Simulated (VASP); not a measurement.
# CsBa3: single point with LDA

The system is CsBa3.

```
Cs Ba
1.0
     6.93971    0.00000    0.00000
     3.46985    6.00996    0.00000
     3.46985    2.00332    5.66625
Cs Ba
1 3
Direct
  0.00000 0.00000 0.00000
  0.25000 0.25000 0.25000
  0.75000 0.75000 0.75000
  0.50000 0.50000 0.50000
```

| Quantity | Value |
| --- | --- |
| Program | VASP 6.6.1 |
| Task | single point |
| Functional | LDA |
| Potentials or basis | VASP PAW LDA potentials, release 64 (Cs_sv, Ba_sv) |
| Cutoff | 520 eV |
| k mesh | 7 × 7 × 7 |
| Occupations | fermi-dirac, width 0.1 eV |
| Spin | no spin polarisation |

The pressure is 0.1 GPa and the band gap on the k mesh is zero (an odd number of electrons rules out a gap without spin polarisation).

Levels at points of the mesh, in eV from the Fermi level:
```
           k point  band 16  band 17  band 18  band 19  band 20  band 21  band 22  band 23  band 24  band 25
(0.00, 0.00, 0.00)    -9.67    -2.60    -0.53    -0.53     0.74     0.74     0.74     0.76     0.76     0.76
```

Wall time 4.4 min on 1 thread of Oxide Virtual Turin-like Processor, with other jobs on the host, peak memory 0.32 GiB.

Caveat: spin-orbit coupling is left out, which moves the levels of the heavy elements.
